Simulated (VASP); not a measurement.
Set up this calculation in VASP 6.6.1, as the native input.

| Quantity | Value |
| --- | --- |
| Task | single point |
| Functional | PBEsol |
| Potentials or basis | VASP PAW PBE potentials, release 64 (Rb_sv, Cl) |
| Cutoff | 500 eV |
| k mesh | 6 × 6 × 6 |
| Occupations | fermi-dirac, width 0.05 eV |
| Spin | no spin polarisation |
| Dipole correction | no |
| Further INCAR settings | ALGO = Normal; EDIFF = 1e-06; NBANDS = 15 |

The structure of RbCl lies in POSCAR:

```
RbCl
1.0
   -0.0163700000      3.2740000000      3.2740000000
    3.2740000000     -0.0163700000      3.2740000000
    3.2576300000      3.2576300000      0.0000000000
Rb Cl
1 1
Direct
    0.0000000000      0.0000000000      0.0000000000
    0.5000000000      0.5000000000      0.5000000000
```

One way to write it, as run:

INCAR

```
PREC = Accurate
ENCUT = 500
EDIFF = 1E-6
ISMEAR = -1
SIGMA = 0.05
LREAL = False
LASPH = True
NELM = 120
ALGO = Normal
ISIF = 2
LWAVE = False
LCHARG = False
GGA = PS
NBANDS = 15
GGA_COMPAT = False
```

KPOINTS

```
regular mesh
0
Gamma
  6 6 6
```

Potentials or basis: VASP PAW PBE potentials, release 64 (Rb_sv, Cl).

Run with:

```bash
$ cat potpaw_PBE.64/Rb_sv/POTCAR potpaw_PBE.64/Cl/POTCAR > POTCAR
$ mpirun -np 1 vasp_std > vasp.out
```

Results of the run:

| Quantity | Value |
| --- | --- |
| Pressure | 0.0 GPa |
| Band gap on the k mesh | 4.88 eV, direct |

Caveat: the PAW data sets were made with another functional, which shifts forces and pressure a little.

Run time: 67 s on 1 thread of Intel Xeon 8259CL, with other jobs on the host, peak memory 0.22 GiB.
